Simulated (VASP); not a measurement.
# Ge (I4_1/amd) in VASP: a series of runs, part 2 of 2

VASP 6.6.1. The steps go on from the part before.

## Step 3: Single point, PBE (strain +0.030 along x and y, +0.000 along z)

INCAR reads:

```
PREC     = Accurate       # precision mode
ENCUT    = 520            # plane-wave cutoff, eV
EDIFF    = 1E-7           # SCF threshold, eV
ISMEAR   = 0              # smearing method
SIGMA    = 0.15           # smearing width, eV
LREAL    = False          # projectors in reciprocal space
LASPH    = True           # aspherical terms in the spheres
NELM     = 60             # most SCF steps
ALGO     = Normal         # electronic algorithm
ISIF     = 2              # what is computed and relaxed
LWAVE    = False          # write WAVECAR
LCHARG   = False          # write CHGCAR
GGA      = PE             # functional
NBANDS   = 21             # bands
```

KPOINTS reads:

```
regular mesh
0
Gamma
  14 14 14
```

POSCAR reads:

```
Ge
1.0
    0.0000000000      2.9136331000      2.8287700000
    2.9136331000      0.0000000000      2.8287700000
    2.9136331000      2.9136331000      0.0000000000
Ge
2
Direct
    0.5000000000      0.5000000000      0.5000000000
    0.7500000000      0.7500000000      0.7500000000
```

Potentials or basis: VASP PAW PBE potentials, release 64 (Ge_d).

Command:

```
$ cat potpaw_PBE.64/Ge_d/POTCAR > POTCAR
$ mpirun -np 1 vasp_std > vasp.out
```

It took 5.2 min on 1 thread of Intel Xeon 8259CL, shared host; peak memory 0.32 GiB.

Results (log left out):

```yaml
Free_energy: -9.0315 eV
Pressure: -0.4 GPa
Band_gap_on_the_k_mesh: 0.04 eV (least direct gap 0.21 eV)
```

Stress tensor (GPa, compression positive):
```
-0.99  0.00  0.00
 0.00 -0.99  0.00
 0.00  0.00  0.88
```

Levels at points of the mesh, in eV from the valence-band top:
```
           k point  band 12  band 13  band 14  band 15  band 16  band 17
(0.00, 0.00, 0.00)    -0.46    -0.03    -0.03     0.19     2.48     2.62
(0.50, 0.00, 0.00)    -7.29    -1.39    -1.15     0.04     3.68     3.86
(0.50, 0.50, 0.00)    -8.54    -2.95    -2.95     0.72     0.72     9.10
(0.50, 0.00, 0.50)    -8.67    -2.76    -2.76     0.94     0.94     9.02
```

Caveat: the cell differs from its parent crystal (strain +0.030 along x and y, +0.000 along z); the smearing spreads over this small gap. A k mesh can miss the band edges.

## Step 4: Single point, PBE (strain +0.015 along x and y, +0.030 along z)

INCAR reads:

```
SYSTEM = Ge
ALGO = Normal ; EDIFF = 1E-6
ENCUT = 520 ; GGA = PE
ISIF = 2 ; ISMEAR = 0
LASPH = .True. ; LCHARG = .False.
LREAL = .False. ; LWAVE = .False.
NBANDS = 21 ; NELM = 80
PREC = Accurate ; SIGMA = 0.15
```

KPOINTS reads:

```
k-points
0
Gamma
  14 14 14
  0 0 0
```

POSCAR reads:

```
Ge
1.0
    0.0000000000      2.8712015500      2.9136331000
    2.8712015500      0.0000000000      2.9136331000
    2.8712015500      2.8712015500      0.0000000000
Ge
2
Direct
    0.5000000000      0.5000000000      0.5000000000
    0.7500000000      0.7500000000      0.7500000000
```

Potentials or basis: VASP PAW PBE potentials, release 64 (Ge_d).

Command:

```
$ cat potpaw_PBE.64/Ge_d/POTCAR > POTCAR
$ mpirun -np 1 vasp_std > vasp.out
```

OUTCAR:

```text
SYSTEM = Ge
   EDIFF = 1E-6
   ENCUT = 520
   GGA = PE
   ISIF = 2
   ISMEAR = 0
   LASPH = .True.
   LREAL = .False.
   NELM = 80
   PREC = Accurate

 ion  position               nearest neighbor table
   1  0.500  0.500  0.500-   2 2.50   2 2.50   2 2.50   2 2.50
   2  0.750  0.750  0.750-   1 2.50   1 2.50   1 2.50   1 2.50

  LATTYP: Found a body centered tetragonal cell.
 ALAT       =     4.0604921723
 C/A-ratio  =     1.4351132702

  Lattice vectors:

[... 766 lines left out ...]

  FORCE on cell =-STRESS in cart. coord.  units (eV):
  Direction    XX          YY          ZZ          XY          YZ          ZX
  --------------------------------------------------------------------------------------
  -------------------------------------------------------------------------------------
  Total       -0.0133296     -0.0133296     -0.3110539      0.0000000      0.0000000      0.0000000
  in kB       -0.4445665     -0.4445665    -10.3741849      0.0000000      0.0000000      0.0000000
  external PRESSURE =      -3.7544393 kB  Pullay stress =       0.0000000 kB

 VOLUME and BASIS-vectors are now :
 -----------------------------------------------------------------------------
  energy-cutoff  :      520.00
  volume of cell :       48.04
      direct lattice vectors                 reciprocal lattice vectors
     0.000000000  2.871201550  2.913633100    -0.174143121  0.174143121  0.171607056
     2.871201550  0.000000000  2.913633100     0.174143121 -0.174143121  0.171607056
     2.871201550  2.871201550  0.000000000     0.174143121  0.174143121 -0.171607056

 POSITION                                       TOTAL-FORCE (eV/Angst)
 -----------------------------------------------------------------------------------
      2.87120      2.87120      2.91363        -0.000000      0.000000      0.000000
      4.30680      4.30680      4.37045         0.000000     -0.000000     -0.000000
 -----------------------------------------------------------------------------------
    total drift:                                0.000000     -0.000000     -0.000000

  FREE ENERGIE OF THE ION-ELECTRON SYSTEM (eV)
  ---------------------------------------------------
  free  energy   TOTEN  =        -9.0355256033 eV

  energy  without entropy=       -9.0345264846  energy(sigma->0) =       -9.03502604
```

OSZICAR:

```text
N       E                     dE             d eps       ncg     rms          rms(c)
DAV:   1     0.193045759543E+03    0.19305E+03   -0.14707E+04 11512   0.358E+03
DAV:   2     0.192911559175E+02   -0.17375E+03   -0.16831E+03 10293   0.620E+02
DAV:   3    -0.813203894088E+01   -0.27423E+02   -0.27252E+02 11823   0.144E+02
DAV:   4    -0.908891879318E+01   -0.95688E+00   -0.95638E+00 11488   0.316E+01
DAV:   5    -0.910510281946E+01   -0.16184E-01   -0.16184E-01 11743   0.458E+00    0.295E+00
DAV:   6    -0.905861281953E+01    0.46490E-01   -0.19599E-02 12450   0.150E+00    0.175E+00
DAV:   7    -0.903371219001E+01    0.24901E-01   -0.40469E-02 11176   0.191E+00    0.142E-01
DAV:   8    -0.903527152150E+01   -0.15593E-02   -0.53609E-03 11573   0.931E-01    0.428E-02
DAV:   9    -0.903549851423E+01   -0.22699E-03   -0.25946E-04 11598   0.179E-01    0.134E-02
DAV:  10    -0.903552307199E+01   -0.24558E-04   -0.41921E-05 11854   0.648E-02    0.579E-03
DAV:  11    -0.903552563692E+01   -0.25649E-05   -0.62720E-06 11003   0.358E-02    0.171E-03
DAV:  12    -0.903552560333E+01    0.33599E-07   -0.20232E-07  7620   0.763E-03
   1 F= -.90355256E+01 E0= -.90350260E+01  d E =-.999119E-03
```

stdout:

```text
POSCAR found type information on POSCAR Ge
 POSCAR found :  1 types and       2 ions
 scaLAPACK will be used
 LDA part: xc-table for (Slater+PW92), standard interpolation
 POSCAR, INCAR and KPOINTS ok, starting setup
 FFT: planning ... GRIDC
 FFT: planning ... GRID_SOFT
 FFT: planning ... GRID
 WAVECAR not read
 entering main loop
```

Run time: 5 min. Hardware: 1 thread of Intel Xeon 8259CL, shared host; peak memory 0.31 GiB.

Results:

```
Free energy            : -9.0355 eV
Pressure               : -0.4 GPa
Band gap on the k mesh : zero (bands 14 and 15 overlap by 0.03 eV)
```

Stress tensor (GPa, compression positive):
```
-0.04  0.00  0.00
 0.00 -0.04  0.00
 0.00  0.00 -1.04
```

Caveat: the cell differs from its parent crystal (strain +0.015 along x and y, +0.030 along z); semilocal functionals underestimate gaps, and a narrow one can read as zero.

## Step 5: Summary

```csv
cell,gap on the mesh (eV),pressure (GPa)
"a = 4.061, b = 4.061, c = 4.000 Å, angles 60.5, 60.5, 59.0°, 2 atoms",none,1.5
"a = 4.061, b = 4.061, c = 4.120 Å, angles 59.5, 59.5, 61.0°, 2 atoms",0.04,-0.4
"a = 4.091, b = 4.091, c = 4.060 Å, angles 60.2, 60.2, 59.5°, 2 atoms",none,-0.4
```

Alike in all rows: task single point; level PBE; potentials or basis VASP PAW PBE potentials, release 64 (Ge_d); no spin polarisation; k mesh 14 × 14 × 14; cutoff (eV) 520; smearing gaussian 0.15 eV.

Caveats: semilocal functionals underestimate gaps, and a narrow one can read as zero (at least some runs); the smearing spreads over this small gap (at least some runs).

Total energies depend on the potentials used, so only differences within one code and one set of settings carry meaning.
